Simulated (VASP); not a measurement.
Write the native input for VASP 6.6.1 that does the following.

```
Task                   : single point
Functional             : PBE
Potentials or basis    : VASP PAW PBE potentials, release 64 (Na_pv, La, Y_sv, Sb, O)
Cutoff                 : 520 eV
k mesh                 : 4 × 4 × 4
Occupations            : gaussian, width 0.01 eV
Spin                   : no spin polarisation
Dipole correction      : no
Further INCAR settings : ALGO = Normal; EDIFF = 1e-07; NBANDS = 46
```

The structure of NaLaYSbO6 lies in POSCAR:

```
NaLaYSbO6
1.0
    0.0000000000      4.1645350000      4.1645350000
    4.1645350000      0.0000000000      4.1645350000
    4.1645350000      4.1645350000      0.0000000000
Na La Y Sb O
1 1 1 1 6
Direct
    0.7500000000      0.7500000000      0.7500000000
    0.2500000000      0.2500000000      0.2500000000
    0.5000000000      0.5000000000      0.5000000000
    0.0000000000      0.0000000000      0.0000000000
    0.7625140000      0.2374860000      0.2374860000
    0.2374860000      0.7625140000      0.7625140000
    0.7625140000      0.7625140000      0.2374860000
    0.2374860000      0.2374860000      0.7625140000
    0.2374860000      0.7625140000      0.2374860000
    0.7625140000      0.2374860000      0.7625140000
```

The input as run:

INCAR

```
PREC = Accurate
ENCUT = 520
EDIFF = 1E-7
ISMEAR = 0
SIGMA = 0.01
LREAL = False
LASPH = True
NELM = 60
ALGO = Normal
ISIF = 2
LWAVE = False
LCHARG = False
GGA = PE
NBANDS = 46
```

KPOINTS

```
Automatic mesh
0
Gamma
  4 4 4
```

Potentials or basis: VASP PAW PBE potentials, release 64 (Na_pv, La, Y_sv, Sb, O).

Command:

```bash
$ cat potpaw_PBE.64/Na_pv/POTCAR potpaw_PBE.64/La/POTCAR potpaw_PBE.64/Y_sv/POTCAR potpaw_PBE.64/Sb/POTCAR potpaw_PBE.64/O/POTCAR > POTCAR
$ mpirun -np 1 vasp_std > vasp.out
```

It gave:

| Quantity | Value |
| --- | --- |
| Pressure | -0.8 GPa |
| Largest force | 0.161 eV/Å |
| Band gap on the k mesh | 2.58 eV (least direct gap 2.60 eV) |

Caveat: spin-orbit coupling is left out, which moves the levels of the heavy elements.

Run time: 3 min on 1 thread of Intel Xeon 8259CL, on a shared host, peak memory 0.38 GiB.
